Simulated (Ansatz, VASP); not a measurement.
Au in VASP and in Ansatz

File INCAR:

```
ALGO = Normal ; EDIFF = 1E-6
ENCUT = 520 ; GGA = PS
ISIF = 2 ; ISMEAR = 0
LASPH = T ; LCHARG = F
LREAL = F ; LWAVE = F
NBANDS = 18 ; NELM = 100
PREC = Accurate ; SIGMA = 0.15
```

Contents of KPOINTS:

```
k-points
0
Gamma
  14 14 14
```

File POSCAR:

```
Au
1.0
    0.0000000000     -3.3145380000      0.0000000000
   -3.3145380000      0.0000000000      0.0000000000
    0.0000000000      0.0000000000     -3.3145380000
Au
2
Direct
    0.5000000000      0.5000000000      0.5000000000
    0.0000000000      0.0000000000      0.0000000000
```

Input for Ansatz:

```yaml
crystal:
  lattice:
    - [0.0, -3.314538, 0.0]
    - [-3.314538, 0.0, 0.0]
    - [0.0, 0.0, -3.314538]
  atoms:
    - { symbol: Au, position: [0.5, 0.5, 0.5] }
    - { symbol: Au, position: [0.0, 0.0, 0.0] }
basis:
  ecutwfc: 420
kpoints:
  mp_grid: { grid: [14, 14, 14] }
hamiltonian:
  xc: pbesol
scf:
  occupations: { method: gaussian, width: 0.15 }
output:
  forces: true
  stress: true
  eigenvalues: true
  write_density: true
  write_potential: true
  elf: true
  volumetric_format: npy
```

Alike in both runs: task single point; functional PBEsol; k mesh 14 × 14 × 14; occupations gaussian, width 0.15 eV; no spin polarisation.

|  | VASP | Ansatz |
| --- | --- | --- |
| version | VASP 6.6.1 | Ansatz 0.2.0 |
| potentials or method | VASP PAW PBE potentials, release 64 (Au), cutoff 520 eV | scalar-relativistic, plane waves, PAW |
| valence electrons in the cell | 22 | 38 |

Ansatz gave:

| Property | Result |
| --- | --- |
| gap on the k mesh at the Fermi level (eV) | none |
| pressure (GPa) | -9.3 |

**Question.** Estimate VASP's values.

**Answer.** gap on the k mesh at the Fermi level (eV): none; pressure (GPa): -9.5.

VASP's potentials were made for PBE, not for PBEsol. A gap of «none» marks a metal or a gap that the smearing closes. With one functional, cell and mesh, what is left measures potentials, basis and numerics. VASP's potentials hold 22 valence electrons a cell and Ansatz's 38, so a difference there can come from the potentials and not from the codes.

Neither program's run includes spin-orbit coupling.
